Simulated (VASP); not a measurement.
Set up this calculation in VASP 6.6.1, as the native input.

```
Task                   : single point
Functional             : PBE
Potentials or basis    : VASP PAW PBE potentials, release 64 (Na_pv, Os)
Cutoff                 : 520 eV
k mesh                 : 8 × 4 × 4
Occupations            : gaussian, width 0.2 eV
Spin                   : no spin polarisation
Dipole correction      : no
Further INCAR settings : ALGO = Fast; EDIFF = 1e-06; NBANDS = 40
```

The structure of NaOs lies in POSCAR:

```
NaOs
1.0
    2.7291283895      0.0000000000      0.0000000000
    0.0000000000      7.7524903057      0.0000000000
    0.0000000000      0.0000000000      8.4198397294
Na Os
4 4
Direct
    0.5000000000      0.0000000000      0.1882191066
    0.5000000000      0.5000000000      0.1882191066
    1.0000000000      0.2500000000      0.8117808934
    0.0000000000      0.7500000000      0.8117808934
    0.5000000000      0.5000000000      0.5543392619
    0.5000000000      1.0000000000      0.5543392619
    0.0000000000      0.2500000000      0.4456607381
    0.0000000000      0.7500000000      0.4456607381
```

The input as run:

INCAR

```
  PREC = Accurate
  ENCUT = 520
  EDIFF = 1E-6
  ISMEAR = 0
  SIGMA = 0.2
  LREAL = F
  LASPH = T
  NELM = 60
  ALGO = Fast
  ISIF = 2
  LWAVE = F
  LCHARG = F
  GGA = PE
  NBANDS = 40
```

KPOINTS

```
regular mesh
0
Gamma
  8 4 4
```

Potentials or basis: VASP PAW PBE potentials, release 64 (Na_pv, Os).

Launch:

```sh
$ cat potpaw_PBE.64/Na_pv/POTCAR potpaw_PBE.64/Os/POTCAR > POTCAR
$ mpirun -np 1 vasp_std > vasp.out
```

It gave:

The pressure is -0.1 GPa and the largest force is 0.005 eV/Å. The band gap on the k mesh is zero (band 30 reaches 4.46 eV, above the bottom of band 31 at 2.20 eV).

Caveat: spin-orbit coupling is left out, which moves the levels of the heavy elements.

Run time: 6.5 min on 1 thread of Intel Xeon 6975P-C, on a shared host, peak memory 0.42 GiB.
